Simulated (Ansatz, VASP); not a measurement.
**One calculation of W, two programs**

```xyz
1
Lattice="-1.7352 1.7352 1.3535 1.7352 -1.7352 1.3535 1.7352 1.7352 -1.3535" Properties=species:S:1:pos:R:3 pbc="T T T"
W     0.0000    0.0000    0.0000
```

Alike in both runs: task single point; functional r2SCAN; k mesh 24 × 24 × 24; occupations gaussian, width 0.15 eV; no spin polarisation.

|  | VASP | Ansatz |
| --- | --- | --- |
| version | VASP 6.6.1 | Ansatz 0.2.0 |
| potentials or method | VASP PAW PBE potentials, release 64 (W_sv), cutoff 520 eV | scalar-relativistic, plane waves, PAW |
| valence electrons in the cell | 14 | 14 |

```csv
,VASP,Ansatz,Ansatz less VASP
gap on the k mesh at the Fermi level (eV),none,none,-
pressure (GPa),2.7,1.5,-1.18
"traceless stress, the component that is largest in VASP (GPa)",18.92,18.96,+0.034
```

VASP's potentials were made for PBE, not for r2SCAN. A gap of «none» marks a metal or a gap that the smearing closes.

Neither program's run includes spin-orbit coupling.
